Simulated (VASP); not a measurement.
Here is a VASP 6.6.1 calculation.

Contents of POSCAR:

```
BN
1.0
    0.0000000000      1.8048254497      1.8138495769
    1.8048254497      0.0000000000      1.8138495769
    1.8048254497      1.8048254497      0.0000000000
B N
1 1
Direct
    0.0000000000      0.0000000000      0.0000000000
    0.2500000000      0.2500000000      0.2500000000
```

INCAR.step1

```
  PREC = Accurate
  ENCUT = 520
  ISMEAR = 0
  SIGMA = 0.01
  LREAL = False
  LASPH = True
  NELM = 80
  NBANDS = 11
  GGA = PE
  ALGO = Normal
  EDIFF = 1E-4
  LWAVE = True
  LCHARG = False
```

Contents of INCAR.step2:

```
  PREC = Accurate
  ENCUT = 520
  EDIFF = 1E-6
  ISMEAR = 0
  SIGMA = 0.01
  LREAL = False
  LASPH = True
  NELM = 80
  ALGO = Normal
  ISIF = 2
  LWAVE = False
  LCHARG = False
  METAGGA = R2SCAN
  LMIXTAU = True
  NBANDS = 11
  ISTART = 1
```

KPOINTS

```
Automatic mesh
0
Gamma
  12 12 12
```

Potentials or basis: VASP PAW PBE potentials, release 64 (B, N).

Launch:

```console
$ cat potpaw_PBE.64/B/POTCAR potpaw_PBE.64/N/POTCAR > POTCAR
$ cp INCAR.step1 INCAR
$ mpirun -np 1 vasp_std > vasp.out
$ cp INCAR.step2 INCAR
$ mpirun -np 1 vasp_std > vasp.out
```

(1) What does it give for the pressure?

(2) Estimate the band gap on the k mesh.

Results:

(1) -0.8 GPa.

(2) 4.93 eV, indirect (least direct gap 9.49 eV).

Caveat: the cell differs from its parent crystal (uniaxial z strain +0.5%); the PAW data sets were made with another functional, which shifts forces and pressure a little.
